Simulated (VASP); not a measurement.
Here is a VASP 6.6.1 calculation.

Contents of INCAR:

```
PREC = Accurate
ENCUT = 520
EDIFF = 1E-6
ISMEAR = -1
SIGMA = 0.05
LREAL = Auto
LASPH = True
NELM = 60
ALGO = Normal
ISIF = 2
LWAVE = False
LCHARG = False
GGA = PS
NBANDS = 53
```

File KPOINTS:

```
regular mesh
0
Gamma
  2 2 2
```

File POSCAR:

```
Si16Ge
1.0
    0.0000000000      5.4300000000      5.4300000000
    5.4300000000      0.0000000000      5.4300000000
    5.4300000000      5.4300000000      0.0000000000
Si Ge
16 1
Direct
   -0.0012121547      0.0002502762      0.0004672192
    0.1204434622      0.1214064457      0.1215513812
   -0.0050007366     -0.0043508287      0.5046650092
    0.1204449355      0.1214097606      0.6365718232
   -0.0049817680      0.5045075506     -0.0042222836
    0.1204569061      0.6363591160      0.1215826888
   -0.0049794659      0.5045087477      0.5046761510
    0.1266934622      0.6243448435      0.6244724678
    0.5034686924     -0.0041524862     -0.0040530387
    0.6349234807      0.1215846225      0.1217363720
    0.5034685083     -0.0041488029      0.5047165746
    0.6236804788      0.1270657459      0.6246186004
    0.5034668508      0.5045569061     -0.0040184162
    0.6236957643      0.6245173112      0.1271246777
    0.4996763352      0.5000641805      0.5001255064
    0.6236976980      0.6245205341      0.6246488950
    0.2487398711      0.2502612339      1.2504853591
```

Potentials or basis: VASP PAW PBE potentials, release 64 (Si, Ge_d).

Launch:

```console
$ cat potpaw_PBE.64/Si/POTCAR potpaw_PBE.64/Ge_d/POTCAR > POTCAR
$ mpirun -np 1 vasp_std > vasp.out
```

(1) What does it give for the largest force?

(2) Estimate the band gap on the k mesh.

Results:

(1) 0.003 eV/Å.

(2) zero (band 39 reaches 6.87 eV, above the bottom of band 40 at 6.56 eV).

Caveat: the k points lie up to 0.50 Å⁻¹ apart; the PAW data sets were made with another functional, which shifts forces and pressure a little.
